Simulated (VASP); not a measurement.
# Y (Fd-3m) in VASP: notebook

Y is run at these levels: r2SCAN; tasks: relaxation of cell and atoms.

Program: VASP 6.6.1. These are calculated values, not measurements. Logs are shortened: lines on timing, memory, paths and dates and some standing lists are left out, and cuts for length are marked.

### Step 1. The cell of the first run

The structure is cubic, space group Fd-3m (No. 227). The conventional cell has a = 6.864 Å, b = 6.864 Å, c = 6.864 Å, α = 90.00°, β = 90.00°, γ = 90.00°. Y (site symmetry -43m) has 4 Y at 2.97 Å within 3.9 Å.

This isn't the form of Y at room conditions, which is hcp.

### Step 2. Relaxation of cell and atoms, r2SCAN

Contents of POSCAR:

```
Y
1.0
    0.0000000000      3.4318829501      3.4318829501
    3.4318829501      0.0000000000      3.4318829501
    3.4318829501      3.4318829501      0.0000000000
Y
2
Direct
    0.0000000000      0.0000000000      0.0000000000
    0.2500000000      0.2500000000      0.2500000000
```

Contents of INCAR.step1:

```
SYSTEM = Y
PREC = Accurate
ENCUT = 600
ISMEAR = -1
SIGMA = 0.1
LREAL = .False.
LASPH = .True.
NELM = 80
GGA = PE
ALGO = Normal
EDIFF = 1E-4
LWAVE = .True.
LCHARG = .False.
```

Contents of INCAR.step2:

```
SYSTEM = Y
PREC = Accurate
ENCUT = 600
EDIFF = 1E-6
ISMEAR = -1
SIGMA = 0.1
LREAL = .False.
LASPH = .True.
NELM = 80
ALGO = Normal
ISIF = 3
LWAVE = .False.
LCHARG = .False.
METAGGA = R2SCAN
LMIXTAU = .True.
IBRION = 2
NSW = 80
EDIFFG = -0.01
ISTART = 1
```

Contents of KPOINTS:

```
regular mesh
0
Gamma
  6 6 6
  0 0 0
```

Potentials or basis: VASP PAW PBE potentials, release 64 (Y_sv).

Run with:

```
cat potpaw_PBE.64/Y_sv/POTCAR > POTCAR
cp INCAR.step1 INCAR
mpirun -np 1 vasp_std > vasp.out
cp INCAR.step2 INCAR
mpirun -np 1 vasp_std > vasp.out
```

OUTCAR:

```text
SYSTEM = Y
   PREC = Accurate
   ENCUT = 600
   EDIFF = 1E-6
   ISMEAR = -1
   LREAL = .False.
   LASPH = .True.
   NELM = 80
   ISIF = 3
   METAGGA = R2SCAN
   IBRION = 2
   NSW = 80
   EDIFFG = -0.01
   ISTART = 1

 ion  position               nearest neighbor table
   1  0.000  0.000  0.000-   2 2.97   2 2.97   2 2.97   2 2.97
   2  0.250  0.250  0.250-   1 2.97   1 2.97   1 2.97   1 2.97

  LATTYP: Found a face centered cubic cell.
 ALAT       =     6.8637659002

  Lattice vectors:

 A1 = (   0.0000000000,   3.4318829501,   3.4318829501)
 A2 = (   3.4318829501,   0.0000000000,   3.4318829501)
 A3 = (   3.4318829501,   3.4318829501,   0.0000000000)

Analysis of symmetry for initial positions (statically):
=====================================================================
 Subroutine PRICEL returns:
 Original cell was already a primitive cell.

 Routine SETGRP: Setting up the symmetry group for a
 face centered cubic supercell.

 Subroutine GETGRP returns: Found 48 space group operations
 (whereof 24 operations were pure point group operations)
 out of a pool of 48 trial point group operations.

The static configuration has the point symmetry T_d .
 The point group associated with its full space group is O_h .

Analysis of symmetry for dynamics (positions and initial velocities):
=====================================================================
 Subroutine PRICEL returns:
 Original cell was already a primitive cell.

 Routine SETGRP: Setting up the symmetry group for a
 face centered cubic supercell.

 Subroutine GETGRP returns: Found 48 space group operations
 (whereof 24 operations were pure point group operations)
 out of a pool of 48 trial point group operations.

The dynamic configuration has the point symmetry T_d .
 The point group associated with its full space group is O_h .

 Subroutine INISYM returns: Found 48 space group operations
 (whereof 24 operations are pure point group operations),
 and found     1 'primitive' translations

----------------------------------------------------------------------------------------

                                     Primitive cell

  volume of cell :      80.8402

  direct lattice vectors                    reciprocal lattice vectors
     0.000000000  3.431882950  3.431882950    -0.145692615  0.145692615  0.145692615
     3.431882950  0.000000000  3.431882950     0.145692615 -0.145692615  0.145692615
     3.431882950  3.431882950  0.000000000     0.145692615  0.145692615 -0.145692615

  length of vectors
     4.853415413  4.853415413  4.853415413     0.252347011  0.252347011  0.252347011

  position of ions in fractional coordinates (direct lattice)
     0.000000000  0.000000000  0.000000000
     0.250000000  0.250000000  0.250000000

  ion indices of the primitive-cell ions
   primitive index   ion index
                 1           1
                 2           2

----------------------------------------------------------------------------------------

 KPOINTS: regular mesh

Automatic generation of k-mesh.
 Grid dimensions read from file:
 generate k-points for:    6    6    6

 Generating k-lattice:

  Cartesian coordinates                     Fractional coordinates (reciprocal lattice)
    -0.024282102  0.024282102  0.024282102     0.166666667  0.000000000  0.000000000
     0.024282102 -0.024282102  0.024282102     0.000000000  0.166666667  0.000000000
     0.024282102  0.024282102 -0.024282102     0.000000000  0.000000000  0.166666667

  Length of vectors
     0.042057835  0.042057835  0.042057835

  Shift w.r.t. Gamma in fractional coordinates (k-lattice)
     0.000000000  0.000000000  0.000000000

 Subroutine IBZKPT returns following result:
 ===========================================

 Found     16 irreducible k-points:

 Following reciprocal coordinates:
            Coordinates               Weight
  0.000000  0.000000  0.000000      1.000000
  0.166667  0.000000  0.000000      8.000000
  0.333333  0.000000  0.000000      8.000000
  0.500000  0.000000  0.000000      4.000000
  0.166667  0.166667  0.000000      6.000000
  0.333333  0.166667  0.000000     24.000000
[... 8 lines left out ...]
 -0.333333  0.333333  0.166667     24.000000
 -0.333333  0.500000  0.166667     12.000000
   k-points           NKPTS =     16   k-points in BZ     NKDIM =     16   number of bands    NBANDS=     15
   number of dos      NEDOS =    301   number of ions     NIONS =      2
   total plane-waves  NPLWV =  64000
   dimension x,y,z NGX =    40 NGY =   40 NGZ =   40
   dimension x,y,z NGXF=    80 NGYF=   80 NGZF=   80
   ions per type =               2
   NGX,Y,Z   is equivalent  to a cutoff of  13.70, 13.70, 13.70 a.u.
   NGXF,Y,Z  is equivalent  to a cutoff of  27.40, 27.40, 27.40 a.u.
 SYSTEM =  Y
   PREC   = accura    normal or accurate (medium, high low for compatibility)
   ISTART =      1    job   : 0-new  1-cont  2-samecut
   ICHARG =      0    charge: 1-file 2-atom 10-const
   ISPIN  =      1    spin polarized calculation?
   LNONCOLLINEAR =      F non collinear calculations
   LSORBIT =      F    spin-orbit coupling
   LASPH  =      T    aspherical Exc in radial PAW
   ENCUT  =  600.0 eV  44.10 Ry    6.64 a.u.   9.69  9.69  9.69*2*pi/ulx,y,z
   NELM   =     80;   NELMIN=  2; NELMDL=  0     # of ELM steps
   EDIFF  = 0.1E-05   stopping-criterion for ELM
   LREAL  =      F    real-space projection
   EDIFFG = -.1E-01   stopping-criterion for IOM
   NSW    =     80    number of steps for IOM
   IBRION =      2    ionic relax: 0-MD 1-quasi-New 2-CG
   NFREE  =      1    steps in history (QN), initial steepest desc. (CG)
   ISIF   =      3    stress and relaxation
   ISYM   =      2    0-nonsym 1-usesym 2-fastsym
   POTIM  = 0.5000    time-step for ionic-motion
   TEBEG  =    0.0;   TEEND  =   0.0 temperature during run
   PSTRESS=    0.0 pullay stress
   NELECT =      22.0000    total number of electrons
   NUPDOWN=      -1.0000    fix difference up-down
   EMIN   =  10.00;   EMAX   =-10.00  energy-range for DOS
   EFERMI =   0.00;   METHOD = LEGACY
   ISMEAR =    -1;   SIGMA  =   0.10  broadening in eV -4-tet -1-fermi 0-gaus
   EFERMI_NEDOS =   21; number of points for ismear=-14 and -15
   IALGO  =     38    algorithm
   IMIX   =      4    mixing-type and parameters
     AMIX     =   0.40;   BMIX     =  1.00
     AMIX_MAG =   1.60;   BMIX_MAG =  1.00
  volume/ion in A,a.u.               =      40.42       272.77
  Fermi-wavevector in a.u.,A,eV,Ry     =   1.060897  2.004805 15.313393  1.125503
  Thomas-Fermi vector in A             =   2.196294
   LORBIT       =      0    0 simple, 1 ext, 2 COOP (PROOUT), +10 PAW based schemes
   METAGGA = R2SCAN    functional components
   LHFCALC =     F    Hartree Fock is set to
   AEXX    =    0.0000 exact exchange contribution
   IVDW    =     0    specifies the selected vdW correction
   LEPSILON=     F    determine dielectric tensor
   LRPA    =     F    only Hartree local field effects (RPA)
 conjugate gradient relaxation of ions
 non-spin polarized calculation
  energy-cutoff  :      600.00
  volume of cell :       80.84
 maximum number of plane-waves:      2733
   NGX = 19   NGY = 19   NGZ = 19

 number of electron      21.9999999 magnetization

 Free energy of the ion-electron system (eV)
  ---------------------------------------------------
  ext. energy  EPLUGINS =         0.00000000
  ---------------------------------------------------
  free energy    TOTEN  =       -36.34381903 eV

  energy without entropy =      -36.24327914  energy(sigma->0) =      -36.29354909

 E-fermi :   1.7621     XC(G=0):  -9.0416

 val. band max:        1.7238942969   @ k =  -0.3333   0.3333   0.0000
 cond. band min:       1.7738321681   @ k =   0.3333   0.3333   0.0000
 fundamental gap:      0.0499378712
 Fermi energy:         1.7620902219

 k-point     1 :       0.0000    0.0000    0.0000
  band No.  band energies     occupation
      1     -43.1328      2.00000
      2     -42.7551      2.00000
      3     -22.7273      2.00000
      4     -22.7273      2.00000
      5     -22.7273      2.00000
      6     -22.0012      2.00000
      7     -22.0012      2.00000
      8     -22.0012      2.00000
      9      -2.1913      2.00000
     10       1.5802      1.72093
     11       1.5802      1.72093
     12       2.3770      0.00426
     13       2.3770      0.00426
     14       2.3770      0.00426
     15       4.0184      0.00000

 k-point     2 :       0.1667    0.0000    0.0000
  band No.  band energies     occupation
      1     -43.1145      2.00000
      2     -42.7741      2.00000
      3     -22.7516      2.00000
      4     -22.7516      2.00000
      5     -22.7293      2.00000
      6     -22.0030      2.00000
      7     -21.9753      2.00000
      8     -21.9753      2.00000
      9      -1.8269      2.00000
     10       1.4475      1.91746
     11       1.4475      1.91746
     12       2.3569      0.00521
     13       2.6723      0.00022
     14       2.6723      0.00022
     15       3.3009      0.00000

 k-point     3 :       0.3333    0.0000    0.0000
  band No.  band energies     occupation
      1     -43.0699      2.00000
      2     -42.8202      2.00000
      3     -22.7958      2.00000
      4     -22.7958      2.00000
      5     -22.7357      2.00000
      6     -22.0037      2.00000
      7     -21.9280      2.00000
      8     -21.9280      2.00000
      9      -0.8625      2.00000
     10       1.4460      1.91866
     11       1.4460      1.91865
     12       1.9259      0.32538
     13       2.4690      0.00170
     14       2.6563      0.00026
     15       2.6563      0.00026
[... 199 lines left out ...]
 k-point    15 :      -0.3333    0.3333    0.1667
  band No.  band energies     occupation
      1     -42.9929      2.00000
      2     -42.8986      2.00000
      3     -22.9174      2.00000
      4     -22.8726      2.00000
      5     -22.5117      2.00000
      6     -22.2268      2.00000
      7     -21.8483      2.00000
      8     -21.8101      2.00000
      9       0.4990      1.99999
     10       0.6436      1.99997
     11       1.3282      1.97425
     12       2.0640      0.09313
     13       2.4627      0.00181
     14       2.8442      0.00004
     15       3.5512      0.00000

 k-point    16 :      -0.3333    0.5000    0.1667
  band No.  band energies     occupation
      1     -42.9458      2.00000
      2     -42.9458      2.00000
      3     -22.9096      2.00000
      4     -22.9096      2.00000
      5     -22.3717      2.00000
      6     -22.3717      2.00000
      7     -21.8123      2.00000
      8     -21.8123      2.00000
      9       0.5190      1.99999
     10       0.5191      1.99999
     11       1.9430      0.28138
     12       1.9431      0.28135
     13       2.7011      0.00017
     14       2.7011      0.00017
     15       3.4557      0.00000

------------------------ aborting loop because EDIFF is reached ----------------------------------------

  FORCE on cell =-STRESS in cart. coord.  units (eV):
  Direction    XX          YY          ZZ          XY          YZ          ZX
  --------------------------------------------------------------------------------------
  -------------------------------------------------------------------------------------
  Total       -0.0196413     -0.0196413     -0.0196413     -0.0000000      0.0000000     -0.0000000
  in kB       -0.3892716     -0.3892716     -0.3892716     -0.0000000      0.0000000     -0.0000000
  external PRESSURE =      -0.3892716 kB  Pullay stress =       0.0000000 kB

 VOLUME and BASIS-vectors are now :
 -----------------------------------------------------------------------------
  energy-cutoff  :      600.00
  volume of cell :       80.84
      direct lattice vectors                 reciprocal lattice vectors
     0.000000000  3.431882950  3.431882950    -0.145692615  0.145692615  0.145692615
     3.431882950  0.000000000  3.431882950     0.145692615 -0.145692615  0.145692615
     3.431882950  3.431882950  0.000000000     0.145692615  0.145692615 -0.145692615

 POSITION                                       TOTAL-FORCE (eV/Angst)
 -----------------------------------------------------------------------------------
      0.00000      0.00000      0.00000         0.000000      0.000000      0.000000
      1.71594      1.71594      1.71594        -0.000000     -0.000000     -0.000000
 -----------------------------------------------------------------------------------
    total drift:                               -0.000000      0.000000      0.000000

  FREE ENERGIE OF THE ION-ELECTRON SYSTEM (eV)
  ---------------------------------------------------
  free  energy   TOTEN  =       -36.3438190341 eV

  energy  without entropy=      -36.2432791429  energy(sigma->0) =      -36.29354909

 reached required accuracy - stopping structural energy minimisation
```

Run time: 2.7 min. Hardware: 1 thread of Intel Xeon 8259CL, shared host; peak memory 0.28 GiB.

What came out:

- Free energy: -36.3438 eV
- Pressure after relaxing: 0.0 GPa
- Band gap on the k mesh: zero (bands 11 and 12 overlap by 0.45 eV)

Final structure:
```
CELL_PARAMETERS angstrom
0.00000 3.43188 3.43188
3.43188 0.00000 3.43188
3.43188 3.43188 0.00000
ATOMIC_POSITIONS crystal
Y 0.00000 0.00000 0.00000
Y 0.25000 0.25000 0.25000
```

Caveat: the relaxation stopped at its first step, so nothing moved; the PAW data sets were made with another functional, which shifts forces and pressure a little.

(Continued in part 2 of 2.)

The gap in the log of VASP goes by the Fermi energy; the results here count the filled bands.